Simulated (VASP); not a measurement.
# Ru (Fm-3m) in VASP: notebook

Runs on Ru. Level: PBE. Tasks: single point.

Program: VASP 6.6.1. These are calculated values, not measurements. Logs are shortened: lines on timing, memory, paths and dates and some standing lists are left out, and cuts for length are marked.

## (1) The cell of the first run

Symmetry: Fm-3m, No. 225, cubic system. Conventional cell: a = 3.858 Å, b = 3.858 Å, c = 3.858 Å, α = 90.00°, β = 90.00°, γ = 90.00°. Within 3.6 Å of Ru (site symmetry m-3m) lie 12 Ru at 2.73 Å.

## (2) Single point, PBE, collinear spin, zero start

File INCAR:

```
ALGO     = Normal         # electronic algorithm
EDIFF    = 1E-6           # SCF threshold, eV
ENCUT    = 500            # plane-wave cutoff, eV
GGA      = PE             # functional
GGA_COMPAT= False        
ISIF     = 2              # what is computed and relaxed
ISMEAR   = -1             # smearing method
ISPIN    = 2              # spin polarisation
LASPH    = True           # aspherical terms in the spheres
LCHARG   = False          # write CHGCAR
LMAXMIX  = 4              # l up to which the mixer works
LORBIT   = 11             # projections on sites
LREAL    = False          # projectors in reciprocal space
LWAVE    = False          # write WAVECAR
MAGMOM   = 0              # initial moments
NBANDS   = 17             # bands
NELM     = 200            # most SCF steps
PREC     = Accurate       # precision mode
SIGMA    = 0.1            # smearing width, eV
```

File KPOINTS:

```
k-points
0
Gamma
  8 8 8
```

File POSCAR:

```
Ru
1.0
    0.0000000000      1.9288310000      1.9288310000
    1.9288310000      0.0000000000      1.9288310000
    1.9288310000      1.9288310000      0.0000000000
Ru
1
Direct
    0.0000000000      0.0000000000      0.0000000000
```

Potentials or basis: VASP PAW PBE potentials, release 64 (Ru_pv).

Command:

```console
cat potpaw_PBE.64/Ru_pv/POTCAR > POTCAR
mpirun -np 1 vasp_std > vasp.out
```

OUTCAR:

```text
EDIFF = 1E-6
   ENCUT = 500
   GGA = PE
   ISIF = 2
   ISMEAR = -1
   ISPIN = 2
   LASPH = True
   LORBIT = 11
   LREAL = False
   NELM = 200
   PREC = Accurate

 ion  position               nearest neighbor table
   1  0.000  0.000  0.000-

  LATTYP: Found a face centered cubic cell.
 ALAT       =     3.8576620000

  Lattice vectors:

 A1 = (   0.0000000000,   1.9288310000,   1.9288310000)
 A2 = (   1.9288310000,   0.0000000000,   1.9288310000)
 A3 = (   1.9288310000,   1.9288310000,   0.0000000000)

Analysis of symmetry for initial positions (statically):
=====================================================================
 Subroutine PRICEL returns:
 Original cell was already a primitive cell.

 Routine SETGRP: Setting up the symmetry group for a
 face centered cubic supercell.

 Subroutine GETGRP returns: Found 48 space group operations
 (whereof 48 operations were pure point group operations)
 out of a pool of 48 trial point group operations.

The static configuration has the point symmetry O_h .

Analysis of symmetry for dynamics (positions and initial velocities):
=====================================================================
 Subroutine PRICEL returns:
 Original cell was already a primitive cell.

 Routine SETGRP: Setting up the symmetry group for a
 face centered cubic supercell.

 Subroutine GETGRP returns: Found 48 space group operations
 (whereof 48 operations were pure point group operations)
 out of a pool of 48 trial point group operations.

The dynamic configuration has the point symmetry O_h .

Analysis of structural, dynamic, and magnetic symmetry:
=====================================================================
 Subroutine PRICEL returns:
 Original cell was already a primitive cell.

 Routine SETGRP: Setting up the symmetry group for a
 face centered cubic supercell.

 Subroutine GETGRP returns: Found 48 space group operations
 (whereof 48 operations were pure point group operations)
 out of a pool of 48 trial point group operations.

The overall configuration has the point symmetry O_h .

 Subroutine INISYM returns: Found 48 space group operations
 (whereof 48 operations are pure point group operations),
 and found     1 'primitive' translations

----------------------------------------------------------------------------------------

                                     Primitive cell

  volume of cell :      14.3520

  direct lattice vectors                    reciprocal lattice vectors
     0.000000000  1.928831000  1.928831000    -0.259224370  0.259224370  0.259224370
     1.928831000  0.000000000  1.928831000     0.259224370 -0.259224370  0.259224370
     1.928831000  1.928831000  0.000000000     0.259224370  0.259224370 -0.259224370

  length of vectors
     2.727778960  2.727778960  2.727778960     0.448989779  0.448989779  0.448989779

  position of ions in fractional coordinates (direct lattice)
     0.000000000  0.000000000  0.000000000

  ion indices of the primitive-cell ions
   primitive index   ion index
                 1           1

----------------------------------------------------------------------------------------

 KPOINTS: k-points

Automatic generation of k-mesh.
 Grid dimensions read from file:
 generate k-points for:    8    8    8

 Generating k-lattice:

  Cartesian coordinates                     Fractional coordinates (reciprocal lattice)
    -0.032403046  0.032403046  0.032403046     0.125000000  0.000000000  0.000000000
     0.032403046 -0.032403046  0.032403046     0.000000000  0.125000000  0.000000000
     0.032403046  0.032403046 -0.032403046     0.000000000  0.000000000  0.125000000

  Length of vectors
     0.056123722  0.056123722  0.056123722

  Shift w.r.t. Gamma in fractional coordinates (k-lattice)
     0.000000000  0.000000000  0.000000000

 Subroutine IBZKPT returns following result:
 ===========================================

 Found     29 irreducible k-points:

 Following reciprocal coordinates:
            Coordinates               Weight
  0.000000  0.000000  0.000000      1.000000
  0.125000  0.000000  0.000000      8.000000
  0.250000  0.000000  0.000000      8.000000
  0.375000  0.000000  0.000000      8.000000
  0.500000  0.000000  0.000000      4.000000
  0.125000  0.125000  0.000000      6.000000
[... 16 lines left out ...]
  0.500000  0.250000  0.125000     48.000000
 -0.375000  0.250000  0.125000     24.000000
 [... further k-points ...]
   k-points           NKPTS =     29   k-points in BZ     NKDIM =     29   number of bands    NBANDS=     17
   number of dos      NEDOS =    301   number of ions     NIONS =      1
   total plane-waves  NPLWV =   8000
   dimension x,y,z NGX =    20 NGY =   20 NGZ =   20
   dimension x,y,z NGXF=    40 NGYF=   40 NGZF=   40
   ions per type =               1
   NGX,Y,Z   is equivalent  to a cutoff of  12.19, 12.19, 12.19 a.u.
   NGXF,Y,Z  is equivalent  to a cutoff of  24.38, 24.38, 24.38 a.u.
 SYSTEM =  unknown system
   PREC   = accura    normal or accurate (medium, high low for compatibility)
   ISTART =      0    job   : 0-new  1-cont  2-samecut
   ICHARG =      2    charge: 1-file 2-atom 10-const
   ISPIN  =      2    spin polarized calculation?
   LNONCOLLINEAR =      F non collinear calculations
   LSORBIT =      F    spin-orbit coupling
   LASPH  =      T    aspherical Exc in radial PAW
   ENCUT  =  500.0 eV  36.75 Ry    6.06 a.u.   4.97  4.97  4.97*2*pi/ulx,y,z
   NELM   =    200;   NELMIN=  2; NELMDL= -5     # of ELM steps
   EDIFF  = 0.1E-05   stopping-criterion for ELM
   LREAL  =      F    real-space projection
   EDIFFG = 0.1E-04   stopping-criterion for IOM
   NSW    =      0    number of steps for IOM
   IBRION =     -1    ionic relax: 0-MD 1-quasi-New 2-CG
   NFREE  =      0    steps in history (QN), initial steepest desc. (CG)
   ISIF   =      2    stress and relaxation
   ISYM   =      2    0-nonsym 1-usesym 2-fastsym
   POTIM  = 0.5000    time-step for ionic-motion
   TEBEG  =    0.0;   TEEND  =   0.0 temperature during run
   PSTRESS=    0.0 pullay stress
   NELECT =      14.0000    total number of electrons
   NUPDOWN=      -1.0000    fix difference up-down
   EMIN   =  10.00;   EMAX   =-10.00  energy-range for DOS
   EFERMI =   0.00;   METHOD = LEGACY
   ISMEAR =    -1;   SIGMA  =   0.10  broadening in eV -4-tet -1-fermi 0-gaus
   EFERMI_NEDOS =   21; number of points for ismear=-14 and -15
   IALGO  =     38    algorithm
   IMIX   =      4    mixing-type and parameters
     AMIX     =   0.40;   BMIX     =  1.00
     AMIX_MAG =   1.60;   BMIX_MAG =  1.00
  volume/ion in A,a.u.               =      14.35        96.85
  Fermi-wavevector in a.u.,A,eV,Ry     =   1.623604  3.068166 35.866163  2.636089
  Thomas-Fermi vector in A             =   2.717027
   LORBIT       =     11    0 simple, 1 ext, 2 COOP (PROOUT), +10 PAW based schemes
   GGA     = PE    functional components
   LHFCALC =     F    Hartree Fock is set to
   AEXX    =    0.0000 exact exchange contribution
   IVDW    =     0    specifies the selected vdW correction
   LEPSILON=     F    determine dielectric tensor
   LRPA    =     F    only Hartree local field effects (RPA)
 spin polarized calculation
  energy-cutoff  :      500.00
  volume of cell :       14.35
 maximum number of plane-waves:       380
   NGX =  9   NGY =  9   NGZ =  9

 number of electron      13.9999993 magnetization      -0.0000010

 number of electron      13.9999993 magnetization       0.0000120

 Free energy of the ion-electron system (eV)
  ---------------------------------------------------
  ext. energy  EPLUGINS =         0.00000000
  ---------------------------------------------------
  free energy    TOTEN  =        -9.15410969 eV

  energy without entropy =       -9.12097932  energy(sigma->0) =       -9.13754450

 E-fermi :  11.7095     XC(G=0): -13.7745

 val. band max:       11.6515864861   @ k =   0.0000   0.0000   0.0000
 cond. band min:      11.8125631439   @ k =   0.2500   0.0000   0.0000
 fundamental gap:      0.1609766578
 Fermi energy:        11.7095355839

 spin component 1

 k-point     1 :       0.0000    0.0000    0.0000
  band No.  band energies     occupation
      1     -30.6363      1.00000
      2     -30.6363      1.00000
      3     -30.6363      1.00000
      4       4.1930      1.00000
      5       9.4058      1.00000
      6       9.4058      1.00000
[... 9 lines left out ...]
     16      44.2343      0.00000
     17      44.2343      0.00000

 k-point     2 :       0.1250    0.0000    0.0000
  band No.  band energies     occupation
      1     -30.7712      1.00000
      2     -30.6542      1.00000
      3     -30.6542      1.00000
      4       4.7974      1.00000
      5       9.1359      1.00000
      6       9.6329      1.00000
[... 9 lines left out ...]
     16      42.1458      0.00000
     17      42.1474      0.00000

 k-point     3 :       0.2500    0.0000    0.0000
  band No.  band energies     occupation
      1     -31.0892      1.00000
      2     -30.6970      1.00000
      3     -30.6970      1.00000
      4       6.0049      1.00000
      5       9.1489      1.00000
      6       9.7776      1.00000
[... 392 lines left out ...]
 k-point    23 :       0.5000    0.2500    0.1250
  band No.  band energies     occupation
      1     -31.3309      1.00000
      2     -30.9597      1.00000
      3     -30.8037      1.00000
      4       7.3557      1.00000
      5       8.4239      1.00000
      6       9.0038      1.00000
[... 9 lines left out ...]
     16      41.4145      0.00000
     17      43.6337      0.00000

 k-point    24 :      -0.3750    0.2500    0.1250
  band No.  band energies     occupation
      1     -31.4020      1.00000
      2     -30.9904      1.00000
      3     -30.8314      1.00000
      4       7.2974      1.00000
      5       8.1744      1.00000
      6       9.7482      1.00000
[... 9 lines left out ...]
     16      41.4656      0.00000
     17      46.6294      0.00000

 [... further k-points ...]

 spin component 2

 k-point     1 :       0.0000    0.0000    0.0000
  band No.  band energies     occupation
      1     -30.6363      1.00000
      2     -30.6363      1.00000
      3     -30.6363      1.00000
      4       4.1930      1.00000
      5       9.4058      1.00000
      6       9.4058      1.00000
[... 9 lines left out ...]
     16      44.2343      0.00000
     17      44.2343      0.00000

 k-point     2 :       0.1250    0.0000    0.0000
  band No.  band energies     occupation
      1     -30.7712      1.00000
      2     -30.6542      1.00000
      3     -30.6542      1.00000
      4       4.7974      1.00000
      5       9.1359      1.00000
      6       9.6329      1.00000
[... 9 lines left out ...]
     16      42.1458      0.00000
     17      42.1458      0.00000

 k-point     3 :       0.2500    0.0000    0.0000
  band No.  band energies     occupation
      1     -31.0892      1.00000
      2     -30.6970      1.00000
      3     -30.6970      1.00000
      4       6.0049      1.00000
      5       9.1489      1.00000
      6       9.7776      1.00000
[... 392 lines left out ...]
 k-point    23 :       0.5000    0.2500    0.1250
  band No.  band energies     occupation
      1     -31.3309      1.00000
      2     -30.9597      1.00000
      3     -30.8037      1.00000
      4       7.3557      1.00000
      5       8.4239      1.00000
      6       9.0038      1.00000
[... 9 lines left out ...]
     16      41.4145      0.00000
     17      43.6337      0.00000

 k-point    24 :      -0.3750    0.2500    0.1250
  band No.  band energies     occupation
      1     -31.4020      1.00000
      2     -30.9904      1.00000
      3     -30.8314      1.00000
      4       7.2974      1.00000
      5       8.1744      1.00000
      6       9.7482      1.00000
[... 9 lines left out ...]
     16      41.4656      0.00000
     17      46.6359      0.00000

 [... further k-points ...]
[... 5 lines left out ...]
  --------------------------------------------------------------------------------------
  -------------------------------------------------------------------------------------
  Total       -0.9689515     -0.9689515     -0.9689515      0.0000000      0.0000000     -0.0000000
  in kB     -108.1683227   -108.1683227   -108.1683227      0.0000000      0.0000000     -0.0000000
  external PRESSURE =    -108.1683227 kB  Pullay stress =       0.0000000 kB

 VOLUME and BASIS-vectors are now :
 -----------------------------------------------------------------------------
  energy-cutoff  :      500.00
  volume of cell :       14.35
      direct lattice vectors                 reciprocal lattice vectors
     0.000000000  1.928831000  1.928831000    -0.259224370  0.259224370  0.259224370
     1.928831000  0.000000000  1.928831000     0.259224370 -0.259224370  0.259224370
     1.928831000  1.928831000  0.000000000     0.259224370  0.259224370 -0.259224370

 POSITION                                       TOTAL-FORCE (eV/Angst)
 -----------------------------------------------------------------------------------
      0.00000      0.00000      0.00000         0.000000     -0.000000      0.000000
 -----------------------------------------------------------------------------------
    total drift:                               -0.000000     -0.000000     -0.000000

  FREE ENERGIE OF THE ION-ELECTRON SYSTEM (eV)
  ---------------------------------------------------
  free  energy   TOTEN  =        -9.1541096911 eV

  energy  without entropy=       -9.1209793156  energy(sigma->0) =       -9.13754450

 total charge

# of ion       s       p       d       tot
------------------------------------------
    1        0.386   6.270   5.906  12.562

 magnetization (x)

# of ion       s       p       d       tot
------------------------------------------
    1        0.000   0.000   0.000   0.000
```

Run time: 24 s. Hardware: 1 thread of AMD EPYC 7R13, shared host; peak memory 0.1 GiB.

Results:

```
Free energy                                           : -9.1541 eV
Pressure                                              : -10.8 GPa
Band gap on the k mesh                                : zero (filled and empty bands overlap)
Net moment                                            : 0.00 μB per cell
Valence electrons inside the program's atomic spheres : Ru 12.56
```

Levels at points of the mesh, in eV from the Fermi level:
Spin up:
```
           k point  band 5  band 6  band 7  band 8  band 9  band 10
(0.00, 0.00, 0.00)   -2.30   -2.30   -2.30   -0.06   -0.06    10.69
(0.50, 0.00, 0.00)   -2.42   -2.42    1.06    1.66    1.66     9.48
(0.50, 0.50, 0.00)   -5.38    1.61    2.13    2.13    3.56    10.69
```
Spin down:
```csv
k point,band 4,band 5,band 6,band 7,band 8,band 9,band 10,band 11
"(0.00, 0.00, 0.00)",-7.52,-2.30,-2.30,-2.30,-0.06,-0.06,10.69,15.15
"(0.50, 0.00, 0.00)",-5.59,-2.42,-2.42,1.06,1.66,1.66,9.48,10.69
"(0.50, 0.50, 0.00)",-5.84,-5.38,1.61,2.13,2.13,3.56,10.69,13.00
```

(Continued in part 2 of 2.)
